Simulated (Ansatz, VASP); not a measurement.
# One calculation of Ga4SbAs3, two programs

INCAR

```
PREC     = Accurate       # precision mode
ENCUT    = 520            # plane-wave cutoff, eV
EDIFF    = 1E-6           # SCF threshold, eV
ISMEAR   = 0              # smearing method
SIGMA    = 0.1            # smearing width, eV
LREAL    = F              # projectors in reciprocal space
LASPH    = T              # aspherical terms in the spheres
NELM     = 100            # most SCF steps
ALGO     = Normal         # electronic algorithm
ISIF     = 2              # what is computed and relaxed
LWAVE    = F              # write WAVECAR
LCHARG   = T              # write CHGCAR
GGA      = PE             # functional
LELF     = T              # ELF
LVHAR    = T            
NBANDS   = 46             # bands
```

File KPOINTS:

```
regular mesh
0
Gamma
  10 10 4
```

Contents of POSCAR:

```
Ga4SbAs3
1.0
    4.1484387831      0.0000000000      0.0000000000
    0.0000000000      4.1484387831      0.0000000000
    0.0000000000      0.0000000000     11.7292886457
Ga Sb As
4 1 3
Direct
    0.5000000000      0.0000000000      0.6385308367
    0.0000000000      0.5000000000      0.8796445808
    0.5000000000      0.0000000000      0.1203554192
    0.0000000000      0.5000000000      0.3614691633
    0.5000000000      0.5000000000      0.5000000000
    0.0000000000      0.0000000000      0.7590350813
    0.5000000000      0.5000000000      0.0000000000
    0.0000000000      0.0000000000      0.2409649187
```

Input for Ansatz:

```yaml
crystal:
  lattice:
    - [4.1484387831, 0.0, 0.0]
    - [0.0, 4.1484387831, 0.0]
    - [0.0, 0.0, 11.7292886457]
  atoms:
    - { symbol: Ga, position: [0.5, 0.0, 0.6385308367] }
    - { symbol: Ga, position: [0.0, 0.5, 0.8796445808] }
    - { symbol: Ga, position: [0.5, 0.0, 0.1203554192] }
    - { symbol: Ga, position: [0.0, 0.5, 0.3614691633] }
    - { symbol: Sb, position: [0.5, 0.5, 0.5] }
    - { symbol: As, position: [0.0, 0.0, 0.7590350813] }
    - { symbol: As, position: [0.5, 0.5, 0.0] }
    - { symbol: As, position: [0.0, 0.0, 0.2409649187] }
basis:
  ecutwfc: 420
kpoints:
  mp_grid: { grid: [10, 10, 4] }
  band_path:
    path:
      - [[0.0, 0.0, 0.0], [0.0, 0.5, 0.0], [0.5, 0.5, 0.0], [0.0, 0.0, 0.0], [0.0, 0.0, 0.5], [0.0, 0.5, 0.5], [0.5, 0.5, 0.5], [0.0, 0.0, 0.5]]
      - [[0.0, 0.5, 0.0], [0.0, 0.5, 0.5]]
      - [[0.5, 0.5, 0.0], [0.5, 0.5, 0.5]]
    npoints: 14
hamiltonian:
  xc: pbe
scf:
  occupations: { method: gaussian, width: 0.1 }
  n_extra_bands: 20
output:
  forces: true
  stress: true
  eigenvalues: true
  populations: true
  dos: { projected: true, de: 0.02, nscf_kmesh: { grid: [12, 12, 5] } }
  bader: true
  write_density: true
  write_potential: true
  elf: true
  volumetric_format: npy
```

Alike in both runs: task single point; functional PBE; k mesh 10 × 10 × 4; occupations gaussian, width 0.1 eV; no spin polarisation.

```csv
,VASP,Ansatz
version,VASP 6.6.1,Ansatz 0.2.0
potentials or method,"VASP PAW PBE potentials, release 64 (Ga_d, Sb, As), cutoff 520 eV","scalar-relativistic, plane waves, PAW"
valence electrons in the cell,72,112
```

Ansatz gave:

| Quantity | Value |
| --- | --- |
| gap on the k mesh at the Fermi level (eV) | none |
| pressure (GPa) | 0.0 |

Task: Which values does VASP return?

Result: gap on the k mesh at the Fermi level (eV): none; pressure (GPa): 0.1.

A gap of «none» marks a metal or a gap that the smearing closes. The functional is the same, so the differences come from potentials, cutoffs and numerics. VASP's potentials hold 72 valence electrons a cell and Ansatz's 112, so a difference there can come from the potentials and not from the codes.

Spin-orbit coupling is off throughout.
